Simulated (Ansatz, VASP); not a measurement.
## Ag2O in VASP and in Ansatz

INCAR

```
  PREC = Accurate
  ENCUT = 600
  EDIFF = 1E-6
  ISMEAR = 1
  SIGMA = 0.05
  LREAL = F
  LASPH = T
  NELM = 120
  ALGO = Normal
  ISIF = 2
  LWAVE = F
  LCHARG = F
  GGA = RE
  NBANDS = 37
  GGA_COMPAT = F
```

Contents of KPOINTS:

```
regular mesh
0
Gamma
  4 4 4
```

POSCAR

```
Ag2O
1.0
    4.7180000000      0.0000000000      0.0000000000
    0.0000000000      4.7180000000      0.0000000000
    0.0000000000      0.0000000000      4.7180000000
Ag O
4 2
Direct
    0.2500000000      0.2500000000      0.2500000000
    0.2500000000      0.7500000000      0.7500000000
    0.7500000000      0.7500000000      0.2500000000
    0.7500000000      0.2500000000      0.7500000000
    0.0000000000      0.0000000000      0.0000000000
    0.5000000000      0.5000000000      0.5000000000
```

Input for Ansatz:

```yaml
crystal:
  lattice:
    - [4.718, 0.0, 0.0]
    - [0.0, 4.718, 0.0]
    - [0.0, 0.0, 4.718]
  atoms:
    - { symbol: Ag, position: [0.25, 0.25, 0.25] }
    - { symbol: Ag, position: [0.25, 0.75, 0.75] }
    - { symbol: Ag, position: [0.75, 0.75, 0.25] }
    - { symbol: Ag, position: [0.75, 0.25, 0.75] }
    - { symbol: O, position: [0.0, 0.0, 0.0] }
    - { symbol: O, position: [0.5, 0.5, 0.5] }
basis:
  ecutwfc: 470.0
kpoints:
  mp_grid:
    grid: [4, 4, 4]
hamiltonian:
  xc: revpbe
scf:
  occupations:
    method: cold
    width: 0.05
output:
  stress: true
```

Alike in both runs: task single point; functional revPBE; k mesh 4 × 4 × 4; no spin polarisation.

|  | VASP | Ansatz |
| --- | --- | --- |
| version | VASP 6.6.1 | Ansatz 0.2.0 |
| potentials or method | VASP PAW PBE potentials, release 64 (Ag, O), cutoff 600 eV | plane waves, PAW |
| occupations | methfessel-paxton of order 1, width 0.05 eV | cold, width 0.05 eV |
| valence electrons in the cell | 56 | 88 |

|  | VASP | Ansatz | Ansatz less VASP |
| --- | --- | --- | --- |
| pressure (GPa) | 7.4 | 7.6 | +0.21 |

VASP's potentials were made for PBE, not for revPBE. VASP's potentials hold 56 valence electrons a cell and Ansatz's 88, so a difference there can come from the potentials and not from the codes.
